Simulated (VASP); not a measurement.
Set up this calculation in VASP 6.6.1, as the native input.

```
Task                   : single point
Functional             : PBEsol
Potentials or basis    : VASP PAW PBE potentials, release 64 (Pt)
Cutoff                 : 520 eV
k mesh                 : 22 × 22 × 22
Occupations            : gaussian, width 0.15 eV
Spin                   : no spin polarisation
Dipole correction      : no
Further INCAR settings : ALGO = Fast; EDIFF = 1e-06; NBANDS = 11
```

The structure of Pt lies in POSCAR:

```
Pt
1.0
   -1.5604567000      1.5842200000      1.5842200000
    1.5604567000     -1.5842200000      1.5842200000
    1.5604567000      1.5842200000     -1.5842200000
Pt
1
Direct
    0.0000000000      0.0000000000      0.0000000000
```

This cell differs from its parent crystal: strain -0.0150 x Voigt [1, 0, 0, 0, 0, 0].

These files were run (other wordings do the same):

INCAR

```
SYSTEM = Pt
PREC = Accurate
ENCUT = 520
EDIFF = 1E-6
ISMEAR = 0
SIGMA = 0.15
LREAL = .FALSE.
LASPH = .TRUE.
NELM = 80
ALGO = Fast
ISIF = 2
LWAVE = .FALSE.
LCHARG = .TRUE.
GGA = PS
LELF = .TRUE.
LVHAR = .TRUE.
NBANDS = 11
```

KPOINTS

```
regular mesh
0
G
  22 22 22
  0 0 0
```

Potentials or basis: VASP PAW PBE potentials, release 64 (Pt).

Command:

```sh
$ cat potpaw_PBE.64/Pt/POTCAR > POTCAR
$ mpirun -np 1 vasp_std > vasp.out
```

It gave:

```json
{
  "Pressure": "-7.9 GPa",
  "Band gap on the k mesh": "zero (bands 5 and 6 overlap by 2.13 eV)"
}
```

Caveat: the cell differs from its parent crystal (strain -0.0150 x Voigt [1, 0, 0, 0, 0, 0]); the cell stands under tension; the PAW data sets were made with another functional, which shifts forces and pressure a little; spin-orbit coupling is left out, which moves the levels of the heavy elements.

Wall time 55 s on 1 thread of Intel(R) Xeon(R) Platinum 8559C (Emerald Rapids), on a shared host, peak memory 0.25 GiB.
